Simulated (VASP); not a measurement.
Here is a VASP 6.6.1 calculation.

The input INCAR:

```
PREC = Accurate
ENCUT = 600
EDIFF = 1E-6
ISMEAR = 0
SIGMA = 0.1
LREAL = False
LASPH = True
NELM = 100
ALGO = Normal
ISIF = 3
LWAVE = False
LCHARG = False
GGA = PS
IBRION = 2
NSW = 60
EDIFFG = -0.01
```

File KPOINTS:

```
Automatic mesh
0
Gamma
  8 8 4
```

Contents of POSCAR:

```
HfN
1.0
    3.1339100000      0.0000000000      0.0000000000
   -1.5669500000      2.7140400000      0.0000000000
    0.0000000000      0.0000000000      5.4167700000
Hf N
2 2
Direct
    0.6666666667      0.3333333333      0.7500000000
    0.3333333333      0.6666666667      0.2500000000
    0.0000000000      0.0000000000      0.0000000000
    0.0000000000      0.0000000000      0.5000000000
```

Potentials or basis: VASP PAW PBE potentials, release 64 (Hf_pv, N).

Run with:

```bash
$ cat potpaw_PBE.64/Hf_pv/POTCAR potpaw_PBE.64/N/POTCAR > POTCAR
$ mpirun -np 1 vasp_std > vasp.out
```

Estimate the space group after relaxing (to 0.05 Å).

P6_3/mmc (No. 194).

Estimate the relaxed cell.

a = 3.118 Å, b = 3.118 Å, c = 5.387 Å, α = 90.00°, β = 90.00°, γ = 120.00°.

Predict the band gap on the k mesh.

zero (band 15 reaches 9.80 eV, above the bottom of band 16 at 7.44 eV).

Final structure:
```cif
data_structure
_symmetry_space_group_name_H-M 'P 1'
_symmetry_Int_Tables_number 1
_cell_length_a 3.1183
_cell_length_b 3.1183
_cell_length_c 5.3871
_cell_angle_alpha 90.000
_cell_angle_beta 90.000
_cell_angle_gamma 120.000
_cell_volume 45.37
loop_
_atom_site_label
_atom_site_type_symbol
_atom_site_fract_x
_atom_site_fract_y
_atom_site_fract_z
_atom_site_occupancy
Hf1 Hf 0.66667 0.33333 0.75000 1
Hf2 Hf 0.33333 0.66667 0.25000 1
N1 N 0.00000 0.00000 0.00000 1
N2 N 0.00000 0.00000 0.50000 1
```

Caveat: spin-orbit coupling is left out, which moves the levels of the heavy elements.
